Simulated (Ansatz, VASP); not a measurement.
**Two plane-wave programs on Si**

```xyz
2
Lattice="0.0000 2.7136 2.7136 2.7136 0.0000 2.7136 2.7136 2.7136 0.0000" Properties=species:S:1:pos:R:3 pbc="T T T"
Si    4.0703    4.0703    4.0703
Si    2.7136    2.7136    2.7136
```

Alike in both runs: task relaxation of cell and atoms; functional LDA; k mesh 10 × 10 × 10; no spin polarisation.

```csv
,VASP,Ansatz
version,VASP 6.6.1,Ansatz 0.2.0
potentials or method,"VASP PAW LDA potentials, release 64 (Si)","scalar-relativistic, plane waves, PAW"
plane-wave cutoff (eV),600,420
occupations,"gaussian, width 0.01 eV",fixed
valence electrons in the cell,8,8
```

Ansatz gave:

```
gap on the k mesh at the Fermi level, each at its own relaxed structure (eV) : 0.45
relaxed volume (Å³/atom)                                                     : 19.70
relaxed length of the cell vector where the two differ most in proportion (Å)              : 3.820
```

What did VASP give for the same quantities?

gap on the k mesh at the Fermi level, each at its own relaxed structure (eV): 0.45; relaxed volume (Å³/atom): 19.72; relaxed length of the cell vector where the two differ most in proportion (Å): 3.820.

LDA's correlation is that of Perdew and Zunger in VASP and of Perdew and Wang (1992) in Ansatz.
